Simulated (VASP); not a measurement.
A run of VASP 6.6.1 is set up as follows.

INCAR

```
PREC = Accurate ; ENCUT = 520
EDIFF = 1E-6 ; ISMEAR = 0
SIGMA = 0.15 ; LREAL = False
LASPH = True ; NELM = 100
ALGO = Fast ; ISIF = 2
LWAVE = False ; LCHARG = False
GGA = PE ; NBANDS = 11
```

KPOINTS

```
regular mesh
0
Gamma
  20 20 20
```

POSCAR

```
Pd
1.0
    0.0000000000      1.8671040000      1.8671040000
    1.8671040000      0.0000000000      1.8671040000
    1.8671040000      1.8671040000      0.0000000000
Pd
1
Direct
    0.0000000000      0.0000000000      0.0000000000
```

Potentials or basis: VASP PAW PBE potentials, release 64 (Pd).

Launch:

```bash
$ cat potpaw_PBE.64/Pd/POTCAR > POTCAR
$ mpirun -np 1 vasp_std > vasp.out
```

Q: Predict the band gap on the k mesh.

A: Zero (band 5 reaches 12.43 eV, above the bottom of band 6 at 10.46 eV).

Q: What does it give for the pressure?

A: 42.2 GPa.

Caveat: the cell differs from its parent crystal (strain -0.040 along x and y, -0.040 along z).
